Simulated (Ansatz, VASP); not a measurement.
## Two plane-wave programs on In

Contents of INCAR:

```
PREC = Accurate
ENCUT = 520
EDIFF = 1E-7
ISMEAR = 0
SIGMA = 0.15
LREAL = False
LASPH = True
NELM = 100
ALGO = Fast
ISIF = 2
LWAVE = False
LCHARG = False
GGA = PE
NBANDS = 12
```

Contents of KPOINTS:

```
regular mesh
0
Gamma
  18 18 18
```

POSCAR

```
In
1.0
   -1.8072242304      1.8072242304      2.0331272592
    1.8072242304     -1.8072242304      2.0331272592
    1.8072242304      1.8072242304     -2.0331272592
In
1
Direct
    0.0000000000      0.0000000000      0.0000000000
```

Input for Ansatz:

```yaml
crystal:
  lattice:
    - [-1.8072242304, 1.8072242304, 2.0331272592]
    - [1.8072242304, -1.8072242304, 2.0331272592]
    - [1.8072242304, 1.8072242304, -2.0331272592]
  atoms:
    - { symbol: In, position: [0.0, 0.0, 0.0] }
basis:
  ecutwfc: 420
kpoints:
  mp_grid: { grid: [18, 18, 18] }
hamiltonian:
  xc: pbe
scf:
  occupations: { method: gaussian, width: 0.15 }
output:
  forces: true
  stress: true
  eigenvalues: true
```

Change from the starting cell: strain -0.040 along x and y, +0.080 along z, atoms carried along.

Alike in both runs: task single point; functional PBE; k mesh 18 × 18 × 18; occupations gaussian, width 0.15 eV; no spin polarisation.

|  | VASP | Ansatz |
| --- | --- | --- |
| version | VASP 6.6.1 | Ansatz 0.2.0 |
| potentials or method | VASP PAW PBE potentials, release 64 (In_d), cutoff 520 eV | scalar-relativistic, plane waves, PAW |
| valence electrons in the cell | 13 | 13 |

|  | VASP | Ansatz | Ansatz less VASP |
| --- | --- | --- | --- |
| gap on the k mesh at the Fermi level (eV) | none | none | - |
| pressure (GPa) | 1.5 | 1.5 | +0.03 |
| traceless stress, the component that is largest in VASP (GPa) | 0.21 | 0.21 | -0.001 |

A gap of «none» marks a metal or a gap that the smearing closes. The functional is the same, so the differences come from potentials, cutoffs and numerics.
